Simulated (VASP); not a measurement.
**CaO: single point with PBE**

Crystal: CaO.

```
Ca O
1.0
     4.29822    0.00000    0.00000
    -2.14911    3.21393    0.00000
     0.00000    0.00000    4.80776
Ca O
2 2
Cartesian
  0.0000 2.1426 3.6058
  2.1491 1.0713 1.2019
  0.0000 2.1426 1.2019
  2.1491 1.0713 3.6058
```

This cell differs from its parent crystal: strain +e along x and -e along y +0.0733, strain +e along z and -e/2 along x and y +0.0000.

```json
{
  "Program": "VASP 6.6.1",
  "Task": "single point",
  "Functional": "PBE",
  "Potentials or basis": "VASP PAW PBE potentials, release 64 (Ca_sv, O)",
  "Cutoff": "520 eV",
  "k mesh": "9 × 9 × 6",
  "Occupations": "gaussian, width 0.05 eV",
  "Spin": "no spin polarisation",
  "Dipole correction": "no",
  "Further INCAR settings": "ALGO = Normal; EDIFF = 1e-07; NBANDS = 24"
}
```

* Pressure: 2.0 GPa
* Largest force: 1.171 eV/Å
* Band gap on the k mesh: 3.20 eV

Forces on the atoms (eV/Å):
```
Ca   0.000 -1.171  0.000
Ca   0.000  1.171  0.000
O    0.000 -0.948  0.000
O    0.000  0.948  0.000
```

Stress tensor (GPa, compression positive):
```
-4.15  0.00  0.00
 0.00  9.23  0.00
 0.00  0.00  0.79
```

Levels at points of the mesh, in eV from the valence-band top:
```tsv
k point	band 14	band 15	band 16	band 17	band 18	band 19
(0.00, 0.00, 0.00)	-1.00	-0.96	0.00	3.20	6.16	6.21
(0.00, 0.00, 0.50)	-1.35	-1.08	-1.08	4.97	4.97	7.66
```

Run time: 58 s on 1 thread of Intel(R) Xeon(R) 6975P-C (Granite Rapids), with other jobs on the host, peak memory 0.27 GiB.

Caveat: the cell differs from its parent crystal (strain +e along x and -e along y +0.0733, strain +e along z and -e/2 along x and y +0.0000); an odd mesh through Γ misses points on the zone boundary, where band edges can lie; forces of over 1 eV/Å act on the atoms, so gaps and moduli don't describe the material at rest.
